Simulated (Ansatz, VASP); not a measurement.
**Yb in VASP and in Ansatz**

```
Yb
1.0
     0.00000    2.61159    2.61159
     2.61159    0.00000    2.61159
     2.61159    2.61159    0.00000
Yb
1
Direct
  0.00000 0.00000 0.00000
```

Alike in both runs: functional PBE; k mesh 13 × 13 × 13; occupations fermi-dirac, width 0.05 eV; no spin polarisation.

Ansatz relaxed the structure, and its values are those at the end. VASP's run is a single point on that final structure, the one shown.

|  | VASP | Ansatz |
| --- | --- | --- |
| version | VASP 6.6.1 | Ansatz 0.2.0 |
| potentials or method | VASP PAW PBE potentials, release 64 (Yb) | PAW with Ansatz's default frozen-core files, scalar-relativistic |
| plane-wave cutoff (eV) | 520 | 420 |
| valence electrons in the cell | 24 | 24 |

```csv
,VASP,Ansatz,Ansatz less VASP
pressure (GPa),-0.2,0.0,+0.17
```

Spin-orbit coupling is off throughout.
